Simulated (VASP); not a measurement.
**Be16H (a cell with a defect): single point with PBE**

Crystal: Be16H (a cell with a defect).

```
CELL_PARAMETERS angstrom
-2.29000 -3.96640 0.00000
3.43500 -1.98320 0.00000
0.00000 0.00000 7.17686
ATOMIC_POSITIONS crystal
Be 0.74981 0.49744 0.99897
Be 0.51290 0.32897 0.25011
Be 0.74981 0.49745 0.50125
Be 0.50166 0.33463 0.75011
Be 0.50544 0.99653 0.99480
Be 0.26251 0.81265 0.25011
Be 0.50544 0.99653 0.50542
Be 0.25072 0.83767 0.75011
Be 0.25212 0.50717 0.99408
Be 0.98434 0.35680 0.25011
Be 0.25212 0.50717 0.50613
Be 0.00066 0.33497 0.75011
Be 0.99947 0.99821 0.99541
Be 0.74691 0.83555 0.25011
Be 0.99947 0.99821 0.50480
Be 0.75200 0.82888 0.75011
H 0.23507 0.16457 0.25012
```

```yaml
Program: VASP 6.6.1
Task: single point
Functional: PBE
Potentials_or_basis: VASP PAW PBE potentials, release 64 (Be, H)
Cutoff: 520 eV
k_mesh: 5 × 5 × 3
Occupations: gaussian, width 0.1 eV
Spin: no spin polarisation
Dipole_correction: no
Further_INCAR_settings: LREAL = Auto; ALGO = Normal; EDIFF = 1e-07; NBANDS = 30
```

The pressure is 1.6 GPa. The largest force is 0.053 eV/Å.

Forces in eV/Å, atoms in the order of the input:
```
Be  -0.001 -0.002  0.002
Be   0.016 -0.051  0.000
Be  -0.001 -0.002 -0.002
Be   0.000 -0.001  0.000
Be   0.002  0.001 -0.001
Be  -0.018  0.047  0.000
Be   0.002  0.001  0.001
Be   0.000 -0.003  0.000
Be  -0.002  0.000  0.001
Be  -0.026  0.018  0.000
Be  -0.002  0.000 -0.001
Be   0.000  0.000  0.000
Be   0.001 -0.001  0.004
Be  -0.010 -0.009  0.000
Be   0.001 -0.001 -0.004
Be   0.001  0.000  0.000
H    0.035  0.002  0.000
```

Stress tensor (GPa, compression positive):
```
1.38 0.90 0.00
0.90 1.30 0.00
0.00 0.00 2.25
```

Levels at points of the mesh, in eV from the Fermi level:
| k point | band 12 | band 13 | band 14 | band 15 | band 16 | band 17 | band 18 | band 19 | band 20 | band 21 |
| --- | --- | --- | --- | --- | --- | --- | --- | --- | --- | --- |
| (0.00, 0.00, 0.00) | -4.05 | -3.82 | -3.46 | -0.61 | 0.29 | 0.57 | 0.90 | 1.12 | 1.23 | 1.34 |

Wall time 2.3 min on 1 thread of Intel(R) Xeon(R) 6975P-C (Granite Rapids) (shared host), peak memory 0.27 GiB.
